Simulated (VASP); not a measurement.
# Mg in VASP: single point with PBE+D3(BJ)

Aim: the single point of Mg with PBE+D3(BJ).

Everything below comes from runs of VASP 6.6.1. Logs are shortened: lines on timing, memory, paths and dates and some standing lists are left out, and cuts for length are marked.

## (1) The cell of the first run

The cell holds a slab with vacuum, 16 atoms: a = 6.298 Å, b = 6.298 Å, c = 23.582 Å, α = 90.00°, β = 90.00°, γ = 120.00°.

## (2) Single point, PBE+D3(BJ)

Input file INCAR:

```
SYSTEM = Mg
  ALGO = Normal
  DIPOL = 0.5 0.5 0.500
  EDIFF = 1E-7
  ENCUT = 520
  GGA = PE
  IDIPOL = 3
  ISIF = 2
  ISMEAR = 0
  IVDW = 12
  LASPH = .True.
  LCHARG = .False.
  LDIPOL = .True.
  LREAL = Auto
  LWAVE = .False.
  NBANDS = 30
  NELM = 80
  PREC = Accurate
  SIGMA = 0.1
```

Input file KPOINTS:

```
k-points
0
Gamma
  4 4 1
  0 0 0
```

Input file POSCAR:

```
Mg
1.0
    6.2975027379      0.0000000000      0.0000000000
   -3.1487513689      5.4537973514      0.0000000000
    0.0000000000      0.0000000000     23.5818793496
Mg
16
Direct
    0.3333333333      0.1666666667      0.3392435302
    0.3333333333      0.6666666667      0.3392435302
    0.8333333333      0.1666666667      0.3392435302
    0.8333333333      0.6666666667      0.3392435302
    0.1666666667      0.3333333333      0.4464145101
    0.1666666667      0.8333333333      0.4464145101
    0.6666666667      0.3333333333      0.4464145101
    0.6666666667      0.8333333333      0.4464145101
    0.3333333333      0.1666666667      0.5531015988
    0.3333333333      0.6666666667      0.5531015988
    0.8333333333      0.1666666667      0.5531015988
    0.8333333333      0.6666666667      0.5531015988
    0.1666666667      0.3333333333      0.6610853899
    0.1666666667      0.8333333333      0.6610853899
    0.6666666667      0.3333333333      0.6610853899
    0.6666666667      0.8333333333      0.6610853899
```

Potentials or basis: VASP PAW PBE potentials, release 64 (Mg).

Started as:

```bash
$ cat potpaw_PBE.64/Mg/POTCAR > POTCAR
$ mpirun -np 1 vasp_std > vasp.out
```

OUTCAR:

```text
SYSTEM = Mg
   EDIFF = 1E-7
   ENCUT = 520
   GGA = PE
   ISIF = 2
   ISMEAR = 0
   IVDW = 12
   LASPH = .True.
   LREAL = Auto
   NELM = 80
   PREC = Accurate
 IVDW          = 12

 ion  position               nearest neighbor table
   1  0.333  0.167  0.339-   5 3.11   6 3.11   7 3.11   2 3.15   2 3.15   3 3.15   3 3.15   4 3.15
                             4 3.15
   2  0.333  0.667  0.339-   6 3.11   5 3.11   8 3.11   1 3.15   1 3.15   4 3.15   4 3.15   3 3.15
                             3 3.15
   3  0.833  0.167  0.339-   7 3.11   8 3.11   5 3.11   4 3.15   4 3.15   1 3.15   1 3.15   2 3.15
                             2 3.15
   4  0.833  0.667  0.339-   8 3.11   7 3.11   6 3.11   3 3.15   3 3.15   2 3.15   2 3.15   1 3.15
                             1 3.15
   5  0.167  0.333  0.446-   9 3.10  10 3.10  11 3.10   1 3.11   2 3.11   3 3.11   6 3.15   6 3.15
                             7 3.15   7 3.15   8 3.15   8 3.15
   6  0.167  0.833  0.446-  10 3.10   9 3.10  12 3.10   2 3.11   1 3.11   4 3.11   5 3.15   5 3.15
                             8 3.15   8 3.15   7 3.15   7 3.15
   7  0.667  0.333  0.446-  11 3.10  12 3.10   9 3.10   3 3.11   4 3.11   1 3.11   8 3.15   8 3.15
                             5 3.15   5 3.15   6 3.15   6 3.15
   8  0.667  0.833  0.446-  12 3.10  11 3.10  10 3.10   4 3.11   3 3.11   2 3.11   7 3.15   7 3.15
                             6 3.15   6 3.15   5 3.15   5 3.15
   9  0.333  0.167  0.553-   5 3.10   6 3.10   7 3.10  13 3.13  14 3.13  15 3.13  10 3.15  10 3.15
                            11 3.15  11 3.15  12 3.15  12 3.15
  10  0.333  0.667  0.553-   6 3.10   5 3.10   8 3.10  14 3.13  13 3.13  16 3.13   9 3.15   9 3.15
                            12 3.15  12 3.15  11 3.15  11 3.15
  11  0.833  0.167  0.553-   7 3.10   8 3.10   5 3.10  15 3.13  16 3.13  13 3.13  12 3.15  12 3.15
                             9 3.15   9 3.15  10 3.15  10 3.15
[... 15 lines left out ...]
  Lattice vectors:

 A1 = (   6.2975027379,   0.0000000000,   0.0000000000)
 A2 = (  -3.1487513689,   5.4537973514,   0.0000000000)
 A3 = (   0.0000000000,   0.0000000000,  23.5818793496)

Analysis of symmetry for initial positions (statically):
=====================================================================
 Subroutine PRICEL returns following result:

  LATTYP: Found a hexagonal cell.
 ALAT       =     3.1487513690
 C/A-ratio  =     7.4892795862

  Lattice vectors:

 A1 = (   3.1487513690,   0.0000000000,   0.0000000000)
 A2 = (  -1.5743756845,   2.7268986757,   0.0000000000)
 A3 = (   0.0000000000,   0.0000000000,  23.5818793496)

   4 primitive cells build up your supercell.

 Routine SETGRP: Setting up the symmetry group for a
 hexagonal supercell.

 Subroutine GETGRP returns: Found  6 space group operations
 (whereof  6 operations were pure point group operations)
 out of a pool of 24 trial point group operations.

The static configuration has the point symmetry C_3v.

Analysis of symmetry for dynamics (positions and initial velocities):
=====================================================================
 Subroutine PRICEL returns following result:

  LATTYP: Found a hexagonal cell.
 ALAT       =     3.1487513690
 C/A-ratio  =     7.4892795862

  Lattice vectors:

 A1 = (   3.1487513690,   0.0000000000,   0.0000000000)
 A2 = (  -1.5743756845,   2.7268986757,   0.0000000000)
 A3 = (   0.0000000000,   0.0000000000,  23.5818793496)

   4 primitive cells build up your supercell.

 Routine SETGRP: Setting up the symmetry group for a
 hexagonal supercell.

 Subroutine GETGRP returns: Found  6 space group operations
 (whereof  6 operations were pure point group operations)
 out of a pool of 24 trial point group operations.

The dynamic configuration has the point symmetry C_3v.

 Subroutine INISYM returns: Found  6 space group operations
 (whereof  6 operations are pure point group operations),
 and found     4 'primitive' translations

----------------------------------------------------------------------------------------

                                     Primitive cell

  volume of cell :     202.4817

  direct lattice vectors                    reciprocal lattice vectors
     3.148751369  0.000000000  0.000000000     0.317586206  0.183358481  0.000000000
    -1.574375684  2.726898676  0.000000000     0.000000000  0.366716963  0.000000000
     0.000000000  0.000000000 23.581879350     0.000000000  0.000000000  0.042405441

  length of vectors
     3.148751369  3.148751369 23.581879350     0.366716963  0.366716963  0.042405441

  position of ions in fractional coordinates (direct lattice)
     0.666666667  0.333333333  0.339243530
     0.333333333  0.666666667  0.446414510
     0.666666667  0.333333333  0.553101599
     0.333333333  0.666666667  0.661085390

  ion indices of the primitive-cell ions
   primitive index   ion index
                 1           1
                 2           5
                 3           9
                 4          13

----------------------------------------------------------------------------------------

 KPOINTS: k-points

Automatic generation of k-mesh.
 Grid dimensions read from file:
 generate k-points for:    4    4    1

 Generating k-lattice:

  Cartesian coordinates                     Fractional coordinates (reciprocal lattice)
     0.039698276  0.022919810  0.000000000     0.250000000  0.000000000  0.000000000
     0.000000000  0.045839620  0.000000000     0.000000000  0.250000000  0.000000000
     0.000000000  0.000000000  0.042405441     0.000000000  0.000000000  1.000000000

  Length of vectors
     0.045839620  0.045839620  0.042405441

  Shift w.r.t. Gamma in fractional coordinates (k-lattice)
     0.000000000  0.000000000  0.000000000

 Subroutine IBZKPT returns following result:
 ===========================================

 Found      4 irreducible k-points:

 Following reciprocal coordinates:
            Coordinates               Weight
  0.000000  0.000000  0.000000      1.000000
  0.250000 -0.000000  0.000000      6.000000
  0.500000 -0.000000  0.000000      3.000000
  0.250000  0.250000  0.000000      6.000000
   k-points           NKPTS =      4   k-points in BZ     NKDIM =      4   number of bands    NBANDS=     30
   number of dos      NEDOS =    301   number of ions     NIONS =     16
   total plane-waves  NPLWV = 414720
   dimension x,y,z NGX =    48 NGY =   48 NGZ =  180
   dimension x,y,z NGXF=    96 NGYF=   96 NGZF=  360
   ions per type =              16
   NGX,Y,Z   is equivalent  to a cutoff of  12.67, 12.67, 12.69 a.u.
   NGXF,Y,Z  is equivalent  to a cutoff of  25.34, 25.34, 25.38 a.u.
 SYSTEM =  Mg
   PREC   = accura    normal or accurate (medium, high low for compatibility)
   ISTART =      0    job   : 0-new  1-cont  2-samecut
   ICHARG =      2    charge: 1-file 2-atom 10-const
   ISPIN  =      1    spin polarized calculation?
   LNONCOLLINEAR =      F non collinear calculations
   LSORBIT =      F    spin-orbit coupling
   LASPH  =      T    aspherical Exc in radial PAW
   ENCUT  =  520.0 eV  38.22 Ry    6.18 a.u.  11.71 11.71 43.85*2*pi/ulx,y,z
   NELM   =     80;   NELMIN=  2; NELMDL= -5     # of ELM steps
   EDIFF  = 0.1E-06   stopping-criterion for ELM
   LREAL  =      T    real-space projection
   EDIFFG = 0.1E-05   stopping-criterion for IOM
   NSW    =      0    number of steps for IOM
   IBRION =     -1    ionic relax: 0-MD 1-quasi-New 2-CG
   NFREE  =      0    steps in history (QN), initial steepest desc. (CG)
   ISIF   =      2    stress and relaxation
   ISYM   =      2    0-nonsym 1-usesym 2-fastsym
   POTIM  = 0.5000    time-step for ionic-motion
   TEBEG  =    0.0;   TEEND  =   0.0 temperature during run
   PSTRESS=    0.0 pullay stress
   NELECT =      32.0000    total number of electrons
   NUPDOWN=      -1.0000    fix difference up-down
   EMIN   =  10.00;   EMAX   =-10.00  energy-range for DOS
   EFERMI =   0.00;   METHOD = LEGACY
   ISMEAR =     0;   SIGMA  =   0.10  broadening in eV -4-tet -1-fermi 0-gaus
   EFERMI_NEDOS =   21; number of points for ismear=-14 and -15
   IALGO  =     38    algorithm
   IMIX   =      4    mixing-type and parameters
     AMIX     =   0.40;   BMIX     =  1.00
     AMIX_MAG =   1.60;   BMIX_MAG =  1.00
  volume/ion in A,a.u.               =      50.62       341.60
  Fermi-wavevector in a.u.,A,eV,Ry     =   0.557583  1.053679  4.230036  0.310899
  Thomas-Fermi vector in A             =   1.592241
   LORBIT       =      0    0 simple, 1 ext, 2 COOP (PROOUT), +10 PAW based schemes
   GGA     = PE    functional components
   LHFCALC =     F    Hartree Fock is set to
   AEXX    =    0.0000 exact exchange contribution
   IVDW    =    12    specifies the selected vdW correction
   LEPSILON=     F    determine dielectric tensor
   LRPA    =     F    only Hartree local field effects (RPA)
 non-spin polarized calculation
 Gauss-broadening in eV      SIGMA  =   0.10
  energy-cutoff  :      520.00
  volume of cell :      809.93
 maximum number of plane-waves:     21840
 NGX is ok and might be reduce to    48
   NGX = 23   NGY = 23   NGZ = 87

 dipolmoment           0.000000      0.000000      0.003761 electrons x Angstroem

 number of electron      32.0000000 magnetization

 dipolmoment           0.000000      0.000000     -0.000247 electrons x Angstroem

 Free energy of the ion-electron system (eV)
  ---------------------------------------------------
  ext. energy  EPLUGINS =         0.00000000
  ---------------------------------------------------
  free energy    TOTEN  =       -21.73194699 eV

  energy without entropy =      -21.67255087  energy(sigma->0) =      -21.70224893

 E-fermi :  -0.9443     XC(G=0):  -4.4665

 val. band max:       -0.9599368703   @ k =   0.2500  -0.0000   0.0000
 cond. band min:      -0.9388669974   @ k =   0.2500   0.2500   0.0000
 fundamental gap:      0.0210698729
 Fermi energy:        -0.9442855521

 k-point     1 :       0.0000    0.0000    0.0000
  band No.  band energies     occupation
      1      -7.5940      2.00000
      2      -6.7565      2.00000
      3      -5.4125      2.00000
      4      -3.5651      2.00000
      5      -2.7129      2.00000
      6      -2.7129      2.00000
[... 113 lines left out ...]
     27       2.0655      0.00000
     28       2.5474      0.00000
 [bands above 28 left out]

------------------------ aborting loop because EDIFF is reached ----------------------------------------

 vacuum level on the upper side and lower side of the slab       (xc-potential included)        -0.097        -0.092

 Edisp (eV)   -3.73159

 E8    (eV) :    -1.6881

  FORCE on cell =-STRESS in cart. coord.  units (eV):
  Direction    XX          YY          ZZ          XY          YZ          ZX
  --------------------------------------------------------------------------------------
  -------------------------------------------------------------------------------------
  Total      -2.30188    -2.30188     0.31271    -0.00000    -0.00000     0.00000
  in kB      -4.55353    -4.55353     0.61859    -0.00000    -0.00000     0.00000
  external pressure =       -2.83 kB  Pullay stress =        0.00 kB

 VOLUME and BASIS-vectors are now :
 -----------------------------------------------------------------------------
  energy-cutoff  :      520.00
  volume of cell :      809.93
      direct lattice vectors                 reciprocal lattice vectors
     6.297502738  0.000000000  0.000000000     0.158793103  0.091679241  0.000000000
    -3.148751369  5.453797351  0.000000000     0.000000000  0.183358481  0.000000000
     0.000000000  0.000000000 23.581879350     0.000000000  0.000000000  0.042405441

 POSITION                                       TOTAL-FORCE (eV/Angst)
 -----------------------------------------------------------------------------------
      1.57438      0.90897      8.00000        -0.000000     -0.000000     -0.033504
     -0.00000      3.63586      8.00000        -0.000000      0.000000     -0.033504
      4.72313      0.90897      8.00000        -0.000000     -0.000000     -0.033504
      3.14875      3.63586      8.00000        -0.000000     -0.000000     -0.033504
      0.00000      1.81793     10.52729        -0.000000      0.000000      0.034127
     -1.57438      4.54483     10.52729        -0.000000      0.000000      0.034127
[... 8 lines left out ...]
      3.14875      1.81793     15.58964         0.000000     -0.000000      0.003816
      1.57438      4.54483     15.58964         0.000000     -0.000000      0.003816
 -----------------------------------------------------------------------------------
    total drift:                               -0.000000      0.000000      0.002288

  FREE ENERGIE OF THE ION-ELECTRON SYSTEM (eV)
  ---------------------------------------------------
  free  energy   TOTEN  =       -25.4635392762 eV

  energy  without entropy=      -25.4041431622  energy(sigma->0) =      -25.43384122

 vacuum level on the upper side and lower side of the slab         2.787         2.792
```

Run time: 5.3 min. Hardware: 1 thread of Oxide Virtual Turin-like, shared host; peak memory 0.7 GiB.

What came out:

```
Free energy                : -25.4635 eV
Largest force              : 0.034 eV/Å
Band gap on the k mesh     : zero (band 16 reaches -0.64 eV, above the bottom of band 17 at -1.82 eV)
Dispersion energy per atom : -0.233 eV
```

Forces in eV/Å, atoms in the order of the input:
```
Mg   0.000  0.000 -0.034
Mg   0.000  0.000 -0.034
Mg   0.000  0.000 -0.034
Mg   0.000  0.000 -0.034
Mg   0.000  0.000  0.034
Mg   0.000  0.000  0.034
Mg   0.000  0.000  0.034
Mg   0.000  0.000  0.034
Mg   0.000  0.000 -0.004
Mg   0.000  0.000 -0.004
Mg   0.000  0.000 -0.004
Mg   0.000  0.000 -0.004
Mg   0.000  0.000  0.004
Mg   0.000  0.000  0.004
Mg   0.000  0.000  0.004
Mg   0.000  0.000  0.004
```

Levels at points of the mesh, in eV from the Fermi level:
| k point | band 13 | band 14 | band 15 | band 16 | band 17 | band 18 | band 19 | band 20 |
| --- | --- | --- | --- | --- | --- | --- | --- | --- |
| (0.00, 0.00, 0.00) | -1.02 | -0.92 | -0.92 | -0.92 | -0.88 | 0.42 | 0.42 | 0.42 |
| (0.50, 0.00, 0.00) | -0.84 | -0.84 | 0.30 | 0.30 | 0.76 | 0.76 | 1.75 | 1.75 |
